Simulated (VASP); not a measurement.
# Na (P6_3/mmc) in VASP: notebook, part 2 of 2

VASP 6.6.1. Earlier steps stand in the parts before.

## 3. Single point, PBEsol (37.06 Å³/atom)

This run uses another cell than the first one, of 37.06 Å³/atom.

Contents of INCAR:

```
PREC     = Accurate       # precision mode
ENCUT    = 520            # plane-wave cutoff, eV
EDIFF    = 1E-6           # SCF threshold, eV
ISMEAR   = -1             # smearing method
SIGMA    = 0.05           # smearing width, eV
LREAL    = False          # projectors in reciprocal space
LASPH    = True           # aspherical terms in the spheres
NELM     = 100            # most SCF steps
ALGO     = Normal         # electronic algorithm
ISIF     = 2              # what is computed and relaxed
LWAVE    = False          # write WAVECAR
LCHARG   = False          # write CHGCAR
GGA      = PS             # functional
NBANDS   = 14             # bands
```

Contents of KPOINTS:

```
regular mesh
0
Gamma
  13 13 7
```

Contents of POSCAR:

```
Na
1.0
    3.7417183499      0.0000000000      0.0000000000
   -1.8708591750      3.2404231448      0.0000000000
    0.0000000000      0.0000000000      6.1126967421
Na
2
Direct
    0.3333333333      0.6666666667      0.2500000000
    0.6666666667      0.3333333333      0.7500000000
```

Potentials or basis: VASP PAW PBE potentials, release 64 (Na_pv).

Run with:

```bash
> cat potpaw_PBE.64/Na_pv/POTCAR > POTCAR
> mpirun -np 1 vasp_std > vasp.out
```

OUTCAR:

```text
PREC = Accurate
   ENCUT = 520
   EDIFF = 1E-6
   ISMEAR = -1
   LREAL = False
   LASPH = True
   NELM = 100
   ISIF = 2
   GGA = PS

 ion  position               nearest neighbor table
   1  0.333  0.667  0.250-
   2  0.667  0.333  0.750-

  LATTYP: Found a hexagonal cell.
 ALAT       =     3.7417183499
 C/A-ratio  =     1.6336603054

  Lattice vectors:

 A1 = (   3.7417183499,   0.0000000000,   0.0000000000)
 A2 = (  -1.8708591750,   3.2404231448,   0.0000000000)
 A3 = (   0.0000000000,   0.0000000000,   6.1126967421)

Analysis of symmetry for initial positions (statically):
=====================================================================
 Subroutine PRICEL returns:
 Original cell was already a primitive cell.

 Routine SETGRP: Setting up the symmetry group for a
 hexagonal supercell.

 Subroutine GETGRP returns: Found 24 space group operations
 (whereof 12 operations were pure point group operations)
 out of a pool of 24 trial point group operations.

The static configuration has the point symmetry D_3d.
 The point group associated with its full space group is D_6h.

Analysis of symmetry for dynamics (positions and initial velocities):
=====================================================================
 Subroutine PRICEL returns:
 Original cell was already a primitive cell.

 Routine SETGRP: Setting up the symmetry group for a
 hexagonal supercell.

 Subroutine GETGRP returns: Found 24 space group operations
 (whereof 12 operations were pure point group operations)
 out of a pool of 24 trial point group operations.

The dynamic configuration has the point symmetry D_3d.
 The point group associated with its full space group is D_6h.

 Subroutine INISYM returns: Found 24 space group operations
 (whereof 12 operations are pure point group operations),
 and found     1 'primitive' translations

----------------------------------------------------------------------------------------

                                     Primitive cell

  volume of cell :      74.1149

  direct lattice vectors                    reciprocal lattice vectors
     3.741718350  0.000000000  0.000000000     0.267256887  0.154300836  0.000000000
    -1.870859175  3.240423145  0.000000000     0.000000000  0.308601672  0.000000000
     0.000000000  0.000000000  6.112696742     0.000000000  0.000000000  0.163593916

  length of vectors
     3.741718350  3.741718350  6.112696742     0.308601672  0.308601672  0.163593916

  position of ions in fractional coordinates (direct lattice)
     0.333333333  0.666666667  0.250000000
     0.666666667  0.333333333  0.750000000

  ion indices of the primitive-cell ions
   primitive index   ion index
                 1           1
                 2           2

----------------------------------------------------------------------------------------

 KPOINTS: regular mesh

Automatic generation of k-mesh.
 Grid dimensions read from file:
 generate k-points for:   13   13    7

 Generating k-lattice:

  Cartesian coordinates                     Fractional coordinates (reciprocal lattice)
     0.020558222  0.011869295  0.000000000     0.076923077  0.000000000  0.000000000
     0.000000000  0.023738590  0.000000000     0.000000000  0.076923077  0.000000000
     0.000000000  0.000000000  0.023370559     0.000000000  0.000000000  0.142857143

  Length of vectors
     0.023738590  0.023738590  0.023370559

  Shift w.r.t. Gamma in fractional coordinates (k-lattice)
     0.000000000  0.000000000  0.000000000

 Subroutine IBZKPT returns following result:
 ===========================================

 Found     84 irreducible k-points:

 Following reciprocal coordinates:
            Coordinates               Weight
  0.000000  0.000000  0.000000      1.000000
  0.076923 -0.000000  0.000000      6.000000
  0.153846  0.000000  0.000000      6.000000
  0.230769 -0.000000  0.000000      6.000000
  0.307692  0.000000  0.000000      6.000000
  0.384615  0.000000  0.000000      6.000000
[... 16 lines left out ...]
  0.076923 -0.000000  0.142857     12.000000
  0.153846  0.000000  0.142857     12.000000
 [... further k-points ...]
   k-points           NKPTS =     84   k-points in BZ     NKDIM =     84   number of bands    NBANDS=     14
   number of dos      NEDOS =    301   number of ions     NIONS =      2
   total plane-waves  NPLWV =  37632
   dimension x,y,z NGX =    28 NGY =   28 NGZ =   48
   dimension x,y,z NGXF=    56 NGYF=   56 NGZF=   96
   ions per type =               2
   NGX,Y,Z   is equivalent  to a cutoff of  12.44, 12.44, 13.05 a.u.
   NGXF,Y,Z  is equivalent  to a cutoff of  24.88, 24.88, 26.11 a.u.
 SYSTEM =  unknown system
   PREC   = accura    normal or accurate (medium, high low for compatibility)
   ISTART =      0    job   : 0-new  1-cont  2-samecut
   ICHARG =      2    charge: 1-file 2-atom 10-const
   ISPIN  =      1    spin polarized calculation?
   LNONCOLLINEAR =      F non collinear calculations
   LSORBIT =      F    spin-orbit coupling
   LASPH  =      T    aspherical Exc in radial PAW
   ENCUT  =  520.0 eV  38.22 Ry    6.18 a.u.   6.96  6.96 11.37*2*pi/ulx,y,z
   NELM   =    100;   NELMIN=  2; NELMDL= -5     # of ELM steps
   EDIFF  = 0.1E-05   stopping-criterion for ELM
   LREAL  =      F    real-space projection
   EDIFFG = 0.1E-04   stopping-criterion for IOM
   NSW    =      0    number of steps for IOM
   IBRION =     -1    ionic relax: 0-MD 1-quasi-New 2-CG
   NFREE  =      0    steps in history (QN), initial steepest desc. (CG)
   ISIF   =      2    stress and relaxation
   ISYM   =      2    0-nonsym 1-usesym 2-fastsym
   POTIM  = 0.5000    time-step for ionic-motion
   TEBEG  =    0.0;   TEEND  =   0.0 temperature during run
   PSTRESS=    0.0 pullay stress
   NELECT =      14.0000    total number of electrons
   NUPDOWN=      -1.0000    fix difference up-down
   EMIN   =  10.00;   EMAX   =-10.00  energy-range for DOS
   EFERMI =   0.00;   METHOD = LEGACY
   ISMEAR =    -1;   SIGMA  =   0.05  broadening in eV -4-tet -1-fermi 0-gaus
   EFERMI_NEDOS =   21; number of points for ismear=-14 and -15
   IALGO  =     38    algorithm
   IMIX   =      4    mixing-type and parameters
     AMIX     =   0.40;   BMIX     =  1.00
     AMIX_MAG =   1.60;   BMIX_MAG =  1.00
  volume/ion in A,a.u.               =      37.06       250.08
  Fermi-wavevector in a.u.,A,eV,Ry     =   0.939324  1.775066 12.004834  0.882330
  Thomas-Fermi vector in A             =   2.066625
   LORBIT       =      0    0 simple, 1 ext, 2 COOP (PROOUT), +10 PAW based schemes
   GGA     = PS    functional components
   LHFCALC =     F    Hartree Fock is set to
   AEXX    =    0.0000 exact exchange contribution
   IVDW    =     0    specifies the selected vdW correction
   LEPSILON=     F    determine dielectric tensor
   LRPA    =     F    only Hartree local field effects (RPA)
 non-spin polarized calculation
  energy-cutoff  :      520.00
  volume of cell :       74.11
 maximum number of plane-waves:      2011
 NGX is ok and might be reduce to    28
   NGX = 13   NGY = 13   NGZ = 23

 number of electron      14.0000001 magnetization

 Free energy of the ion-electron system (eV)
  ---------------------------------------------------
  ext. energy  EPLUGINS =         0.00000000
  ---------------------------------------------------
  free energy    TOTEN  =        -2.80157727 eV

  energy without entropy =       -2.79380702  energy(sigma->0) =       -2.79769215

 E-fermi :   0.2984     XC(G=0):  -6.5017

 val. band max:        0.2519140942   @ k =   0.3077   0.2308   0.1429
 cond. band min:       0.3246562026   @ k =   0.1538   0.0000   0.1429
 fundamental gap:      0.0727421084
 Fermi energy:         0.2983783596

 k-point     1 :       0.0000    0.0000    0.0000
  band No.  band energies     occupation
      1     -24.5096      2.00000
      2     -24.4796      2.00000
      3     -24.4796      2.00000
      4     -24.4747      2.00000
      5     -24.4747      2.00000
      6     -24.4742      2.00000
      7      -2.9733      2.00000
      8       0.8491      0.00003
      9       1.2727      0.00000
     10      10.2889      0.00000
     11      10.2889      0.00000
     12      10.6575      0.00000
     13      10.6575      0.00000
     14      10.7808      0.00000
[... 375 lines left out ...]
 k-point    24 :       0.1538    0.0000    0.1429
  band No.  band energies     occupation
      1     -24.5056      2.00000
      2     -24.4850      2.00000
      3     -24.4816      2.00000
      4     -24.4811      2.00000
      5     -24.4760      2.00000
      6     -24.4759      2.00000
      7      -2.5393      2.00000
      8       0.3247      0.74311
      9       2.5875      0.00000
     10       7.0933      0.00000
     11       8.9642      0.00000
     12       9.0378      0.00000
     13       9.8616      0.00000
     14      10.8695      0.00000

 [... further k-points ...]
[... 5 lines left out ...]
  --------------------------------------------------------------------------------------
  -------------------------------------------------------------------------------------
  Total       -0.0731009     -0.0731009     -0.0138671      0.0000000      0.0000000      0.0000000
  in kB       -1.5802568     -1.5802568     -0.2997717      0.0000000      0.0000000      0.0000000
  external PRESSURE =      -1.1534284 kB  Pullay stress =       0.0000000 kB

 VOLUME and BASIS-vectors are now :
 -----------------------------------------------------------------------------
  energy-cutoff  :      520.00
  volume of cell :       74.11
      direct lattice vectors                 reciprocal lattice vectors
     3.741718350  0.000000000  0.000000000     0.267256887  0.154300836  0.000000000
    -1.870859175  3.240423145  0.000000000     0.000000000  0.308601672  0.000000000
     0.000000000  0.000000000  6.112696742     0.000000000  0.000000000  0.163593916

 POSITION                                       TOTAL-FORCE (eV/Angst)
 -----------------------------------------------------------------------------------
     -0.00000      2.16028      1.52817        -0.000000      0.000000      0.000000
      1.87086      1.08014      4.58452         0.000000     -0.000000      0.000000
 -----------------------------------------------------------------------------------
    total drift:                               -0.000000      0.000000     -0.000000

  FREE ENERGIE OF THE ION-ELECTRON SYSTEM (eV)
  ---------------------------------------------------
  free  energy   TOTEN  =        -2.8015772743 eV

  energy  without entropy=       -2.7938070216  energy(sigma->0) =       -2.79769215
```

It took 24 s on 1 thread of Intel Xeon 6975P-C (Granite Rapids), shared host; peak memory 0.21 GiB.

What came out:

| Quantity | Value |
| --- | --- |
| Free energy | -2.8016 eV |
| Pressure | -0.1 GPa |
| Band gap on the k mesh | zero (bands 7 and 8 overlap by 3.37 eV) |

Caveat: the PAW data sets were made with another functional, which shifts forces and pressure a little.

## 4. Single point, PBEsol (zz strain of -2 %)

Contents of INCAR:

```
SYSTEM = Na
ALGO     = Normal         ! electronic algorithm
EDIFF    = 1E-6           ! SCF threshold, eV
ENCUT    = 520            ! plane-wave cutoff, eV
GGA      = PS             ! functional
ISIF     = 2              ! what is computed and relaxed
ISMEAR   = -1             ! smearing method
LASPH    = .True.         ! aspherical terms in the spheres
LCHARG   = .True.         ! write CHGCAR
LELF     = .True.         ! ELF
LREAL    = .False.        ! projectors in reciprocal space
LVHAR    = .True.       
LWAVE    = .False.        ! write WAVECAR
NBANDS   = 14             ! bands
NELM     = 100            ! most SCF steps
PREC     = Accurate       ! precision mode
SIGMA    = 0.05           ! smearing width, eV
```

Contents of KPOINTS:

```
k-points
0
Gamma
  13 13 7
  0 0 0
```

Contents of POSCAR:

```
Na
1.0
    3.7670009976      0.0000000000      0.0000000000
   -1.8835004988      3.2623185600      0.0000000000
    0.0000000000      0.0000000000      6.0309200000
Na
2
Direct
    0.3333333333      0.6666666667      0.2500000000
    0.6666666667      0.3333333333      0.7500000000
```

Run with:

```bash
> cat potpaw_PBE.64/Na_pv/POTCAR > POTCAR
> mpirun -np 1 vasp_std > vasp.out
```

Run time: 21 s. Hardware: 1 thread of Intel Xeon 6975P-C (Granite Rapids), shared host; peak memory 0.21 GiB.

The run converged. Its results:

| Item | Value |
| --- | --- |
| Free energy | -2.8003 eV |
| Pressure | -0.1 GPa |
| Band gap on the k mesh | zero (bands 7 and 8 overlap by 3.30 eV) |

Stress tensor (GPa, compression positive):
```
-0.21  0.00  0.00
 0.00 -0.21  0.00
 0.00  0.00  0.07
```

Levels at points of the mesh, in eV from the Fermi level:
| k point | band 3 | band 4 | band 5 | band 6 | band 7 | band 8 | band 9 | band 10 | band 11 | band 12 |
| --- | --- | --- | --- | --- | --- | --- | --- | --- | --- | --- |
| (0.00, 0.00, 0.00) | -24.78 | -24.77 | -24.77 | -24.77 | -3.27 | 0.64 | 1.10 | 9.83 | 9.83 | 10.17 |

Caveat: the cell differs from its parent crystal (zz strain of -2 %); the PAW data sets were made with another functional, which shifts forces and pressure a little.

## 5. Single point, PBEsol (37.44 Å³/atom)

This run uses another cell than the first one, of 37.44 Å³/atom.

Contents of INCAR:

```
SYSTEM = Na
ALGO = Normal ; EDIFF = 1E-6
ENCUT = 520 ; GGA = PS
ISIF = 2 ; ISMEAR = -1
LASPH = .TRUE. ; LCHARG = .FALSE.
LREAL = .FALSE. ; LWAVE = .FALSE.
NBANDS = 14 ; NELM = 100
PREC = Accurate ; SIGMA = 0.05
```

Contents of KPOINTS:

```
k-points
0
G
  13 13 7
  0 0 0
```

Contents of POSCAR:

```
Na
1.0
    3.7544022380      0.0000000000      0.0000000000
   -1.8772011190      3.2514077141      0.0000000000
    0.0000000000      0.0000000000      6.1334179065
Na
2
Direct
    0.3333333333      0.6666666667      0.2500000000
    0.6666666667      0.3333333333      0.7500000000
```

Run with:

```bash
> cat potpaw_PBE.64/Na_pv/POTCAR > POTCAR
> mpirun -np 1 vasp_std > vasp.out
```

Wall time 19 s (1 thread of Intel Xeon 6975P-C (Granite Rapids), shared host); peak memory 0.21 GiB.

Results (log left out):

| Property | Result |
| --- | --- |
| Free energy | -2.8008 eV |
| Pressure | -0.2 GPa |
| Band gap on the k mesh | zero (bands 7 and 8 overlap by 3.35 eV) |

Stress tensor (GPa, compression positive):
```
-0.23  0.00  0.00
 0.00 -0.23  0.00
 0.00  0.00 -0.11
```

Levels at points of the mesh, in eV from the Fermi level:
```csv
k point,band 3,band 4,band 5,band 6,band 7,band 8,band 9,band 10,band 11,band 12
"(0.00, 0.00, 0.00)",-24.79,-24.78,-24.78,-24.78,-3.25,0.55,0.96,9.93,9.93,10.29
```

Caveat: the PAW data sets were made with another functional, which shifts forces and pressure a little.

## 6. Single point, PBEsol (zz strain of -1 %)

Contents of INCAR:

```
SYSTEM = Na
  PREC = Accurate
  ENCUT = 520
  EDIFF = 1E-6
  ISMEAR = -1
  SIGMA = 0.05
  LREAL = .FALSE.
  LASPH = .TRUE.
  NELM = 60
  ALGO = Normal
  ISIF = 2
  LWAVE = .FALSE.
  LCHARG = .TRUE.
  GGA = PS
  LELF = .TRUE.
  LVHAR = .TRUE.
  NBANDS = 14
```

Contents of KPOINTS:

```
Automatic mesh
0
G
  13 13 7
  0 0 0
```

Contents of POSCAR:

```
Na
1.0
    3.7670009976      0.0000000000      0.0000000000
   -1.8835004988      3.2623185600      0.0000000000
    0.0000000000      0.0000000000      6.0924600000
Na
2
Direct
    0.3333333333      0.6666666667      0.2500000000
    0.6666666667      0.3333333333      0.7500000000
```

Potentials or basis: VASP PAW PBE potentials, release 64 (Na_pv).

Run with:

```bash
> cat potpaw_PBE.64/Na_pv/POTCAR > POTCAR
> mpirun -np 1 vasp_std > vasp.out
```

It took 19 s on 1 thread of Intel Xeon 6975P-C (Granite Rapids), shared host; peak memory 0.21 GiB.

The run converged. Its results:

- Free energy: -2.8003 eV
- Pressure: -0.2 GPa
- Band gap on the k mesh: zero (bands 7 and 8 overlap by 3.32 eV)

Stress tensor (GPa, compression positive):
```
-0.26  0.00  0.00
 0.00 -0.26  0.00
 0.00  0.00 -0.05
```

Levels at points of the mesh, in eV from the Fermi level:
```
           k point  band 4  band 5  band 6  band 7  band 8  band 9  band 10  band 11
(0.00, 0.00, 0.00)  -24.78  -24.78  -24.78   -3.25    0.60    1.02     9.85     9.85
```

Caveat: the cell differs from its parent crystal (zz strain of -1 %); the PAW data sets were made with another functional, which shifts forces and pressure a little.

## 7. Summary

| cell | gap on the mesh (eV) | pressure (GPa) |
| --- | --- | --- |
| a = 3.767, b = 3.767, c = 5.969 Å, angles 90.0, 90.0, 120.0°, 2 atoms | none | 0.0 |
| a = 3.742, b = 3.742, c = 6.113 Å, angles 90.0, 90.0, 120.0°, 2 atoms | none | -0.1 |
| a = 3.767, b = 3.767, c = 6.031 Å, angles 90.0, 90.0, 120.0°, 2 atoms | none | -0.1 |
| a = 3.754, b = 3.754, c = 6.133 Å, angles 90.0, 90.0, 120.0°, 2 atoms | none | -0.2 |
| a = 3.767, b = 3.767, c = 6.092 Å, angles 90.0, 90.0, 120.0°, 2 atoms | none | -0.2 |

Alike in all rows: task single point; level PBEsol; potentials or basis VASP PAW PBE potentials, release 64 (Na_pv); no spin polarisation; k mesh 13 × 13 × 7; cutoff (eV) 520; smearing fermi-dirac 0.05 eV.

Caveats: the PAW data sets were made with another functional, which shifts forces and pressure a little.

Absolute energies hang on the potentials; compare differences alone.

The gap in the log of VASP goes by the Fermi energy; the results here count the filled bands.